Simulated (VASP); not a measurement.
A run of VASP 6.6.1 is set up as follows.

The input INCAR:

```
ALGO = Normal ; EDIFF = 1E-7
ENCUT = 520 ; GGA = PE
ISIF = 2 ; ISMEAR = -1
LASPH = T ; LCHARG = T
LELF = T ; LREAL = F
LVHAR = T ; LWAVE = F
NBANDS = 64 ; NELM = 60
PREC = Accurate ; SIGMA = 0.05
```

The input KPOINTS:

```
k-points
0
Gamma
  4 8 2
```

Contents of POSCAR:

```
Te2Mo
1.0
    6.3719217515      0.0000000000      0.0000000000
    0.0000000000      3.4919741795      0.0000000000
   -0.9530650552      0.0000000000     13.9192001300
Te Mo
8 4
Direct
    0.9437000000      0.7500000000      0.6045000000
    0.0563000000      0.2500000000      0.3955000000
    0.9030000000      0.2500000000      0.8514000000
    0.0970000000      0.7500000000      0.1486000000
    0.4112000000      0.7500000000      0.8955000000
    0.5888000000      0.2500000000      0.1045000000
    0.4432000000      0.2500000000      0.6484000000
    0.5568000000      0.7500000000      0.3516000000
    0.8167000000      0.7500000000      0.9926000000
    0.1833000000      0.2500000000      0.0074000000
    0.6819000000      0.2500000000      0.4934000000
    0.3181000000      0.7500000000      0.5066000000
```

Potentials or basis: VASP PAW PBE potentials, release 64 (Te, Mo_sv).

Launch:

```bash
$ cat potpaw_PBE.64/Te/POTCAR potpaw_PBE.64/Mo_sv/POTCAR > POTCAR
$ mpirun -np 1 vasp_std > vasp.out
```

Question: Predict the largest force.

Answer: 0.226 eV/Å.

Question: Predict the pressure.

Answer: 0.6 GPa.

Question: What does it give for the band gap on the k mesh?

Answer: Zero (bands 52 and 53 overlap by 0.16 eV).

Forces on the atoms (eV/Å):
```
Te   0.048  0.000 -0.090
Te  -0.048  0.000  0.090
Te  -0.006  0.000  0.135
Te   0.006  0.000 -0.135
Te   0.036  0.000  0.126
Te  -0.036  0.000 -0.126
Te  -0.010  0.000 -0.173
Te   0.010  0.000  0.173
Mo   0.145  0.000  0.004
Mo  -0.145  0.000 -0.004
Mo  -0.226  0.000  0.005
Mo   0.226  0.000 -0.005
```

Caveat: spin-orbit coupling is left out, which moves the levels of the heavy elements.
